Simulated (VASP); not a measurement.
Runs of VASP 6.6.1 on Co. The structure is that of space group P6_3/mmc (No. 194), or close to it. The cells are those of the table. 

| cell | k mesh | gap on the mesh (eV) | pressure (GPa) | moment (μB) |
| --- | --- | --- | --- | --- |
| a = 2.428, b = 2.428, c = 7.852 Å, angles 90.0, 90.0, 120.0°, 4 atoms | 16 × 16 × 5 | none | (b) | 6.16 |
| a = 2.534, b = 2.534, c = 8.194 Å, angles 90.0, 90.0, 120.0°, 4 atoms | 14 × 14 × 4 | none | -0.3 | 6.53 |
| a = 2.599, b = 2.599, c = 8.407 Å, angles 90.0, 90.0, 120.0°, 4 atoms | 16 × 16 × 5 | none | (c) | 6.75 |
| a = 2.499, b = 2.499, c = 8.083 Å, angles 90.0, 90.0, 120.0°, 4 atoms | 16 × 16 × 5 | none | (a) | 6.35 |
| a = 2.567, b = 2.567, c = 8.301 Å, angles 90.0, 90.0, 120.0°, 4 atoms | 16 × 16 × 5 | none | -6.9 | 6.62 |
| a = 2.534, b = 2.534, c = 8.194 Å, angles 90.0, 90.0, 120.0°, 4 atoms | 16 × 16 × 5 | none | -0.6 | 6.47 |
| a = 2.464, b = 2.464, c = 7.969 Å, angles 90.0, 90.0, 120.0°, 4 atoms | 16 × 16 × 5 | none | 18.2 | 6.26 |

Alike in all rows: task single point; level BLYP; potentials or basis VASP PAW PBE potentials, release 64 (Co); spin collinear, ferromagnetic start; cutoff (eV) 520; smearing fermi-dirac 0.05 eV.

**Question.** Fill in the values left out.

**Answer.** (a) 7.6; (b) 31.4; (c) -11.9.

Caveats: the PAW data sets were made with another functional, which shifts forces and pressure a little; the cell stands under pressure (at least some runs); the cell stands under tension (at least some runs).

A gap of «none» marks levels without a gap at the run's occupations.
